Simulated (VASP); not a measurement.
Here is a VASP 6.6.1 calculation.

File INCAR:

```
PREC = Accurate
ENCUT = 520
EDIFF = 1E-7
ISMEAR = 0
SIGMA = 0.028000000000000004
LREAL = F
LASPH = T
NELM = 60
ALGO = Fast
ISIF = 2
LWAVE = F
LCHARG = F
GGA = PE
NBANDS = 12
```

The input KPOINTS:

```
Automatic mesh
0
Gamma
  10 10 10
```

Contents of POSCAR:

```
In
1.0
   -1.8825252400      1.8825252400      1.8825252400
    1.8825252400     -1.8825252400      1.8825252400
    1.8825252400      1.8825252400     -1.8825252400
In
1
Direct
    0.0000000000      0.0000000000      0.0000000000
```

Potentials or basis: VASP PAW PBE potentials, release 64 (In_d).

The run is started by

```sh
$ cat potpaw_PBE.64/In_d/POTCAR > POTCAR
$ mpirun -np 1 vasp_std > vasp.out
```

(1) Estimate the pressure.

Results:

(1) 1.5 GPa.
